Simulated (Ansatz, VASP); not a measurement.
CdS in VASP and in Ansatz

```xyz
2
Lattice="0.0000 2.4439 2.4439 2.4439 0.0000 2.4439 2.4439 2.4439 0.0000" Properties=species:S:1:pos:R:3 pbc="T T T"
Cd    0.0000    0.0000    0.0000
S     2.4439    2.4439    2.4439
```

Change from the starting cell: volume scaled by 0.72, crystal datasets.

Alike in both runs: task single point; functional r2SCAN; k mesh 14 × 14 × 14; occupations fermi-dirac, width 0.05 eV; no spin polarisation.

```csv
,VASP,Ansatz
version,VASP 6.6.1,Ansatz 0.2.0
potentials or method,"VASP PAW PBE potentials, release 64 (Cd, S), cutoff 550 eV","all-electron PAW with datasets made for the crystal, scalar-relativistic"
```

```csv
,VASP,Ansatz,Ansatz less VASP
pressure (GPa),59.5,57.3,-2.26
```

VASP's potentials were made for PBE, not for r2SCAN. Both programs put the cell under a high pressure, so it lies far from rest at this level. Ansatz ran all-electron here, and VASP with PAW potentials.
